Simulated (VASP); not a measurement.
Crystal: TaN.

```
Ta N
1.0
     2.95746    0.00000    0.00000
    -1.47873    2.56123    0.00000
     0.00000    0.00000    2.90209
Ta N
1 1
Cartesian
  0.0000 0.0000 1.4510
  1.4787 0.8537 0.0000
```

Base run:

| Item | Value |
| --- | --- |
| Program | VASP 6.6.1 |
| Functional | r2SCAN |
| Potentials or basis | VASP PAW PBE potentials, release 64 (Ta_pv, N) |
| Cutoff | 520 eV |
| k mesh | 10 × 10 × 9 |
| Occupations | fermi-dirac, width 0.05 eV |
| Spin | no spin polarisation |

Its results: band gap on the k mesh zero (band 8 reaches 8.29 eV, above the bottom of band 9 at 7.96 eV); pressure -5.6 GPa.

Question: After a change of settings the same cell gave: band gap on the k mesh zero (band 9 reaches 12.41 eV, above the bottom of band 10 at 12.08 eV); pressure -7.2 GPa. Which change was it?
A. functional from r2SCAN to PBEsol; further incar settings from ALGO = Normal; EDIFF = 1e-07; NBANDS = 15 to ALGO = Normal; EDIFF = 1e-06; NBANDS = 15
B. functional from r2SCAN to LDA; potentials or basis from VASP PAW PBE potentials, release 64 (Ta_pv, N) to VASP PAW LDA potentials, release 64 (Ta_pv, N)
C. potentials or basis from VASP PAW PBE potentials, release 64 (Ta_pv, N) to VASP PAW PBE potentials, release 64 (Ta_sv_GW, N); cutoff from 520 eV to 660 eV; further incar settings from ALGO = Normal; EDIFF = 1e-07; NBANDS = 15 to ALGO = Normal; EDIFF = 1e-06; NBANDS = 16; valence electrons from 16 to 18
D. functional from r2SCAN to PBE; further incar settings from ALGO = Normal; EDIFF = 1e-07; NBANDS = 15 to ALGO = Normal; EDIFF = 1e-06; NBANDS = 15

Answer: C.

Caveats: the PAW data sets were made with another functional, which shifts forces and pressure a little; spin-orbit coupling is left out, which moves the levels of the heavy elements.
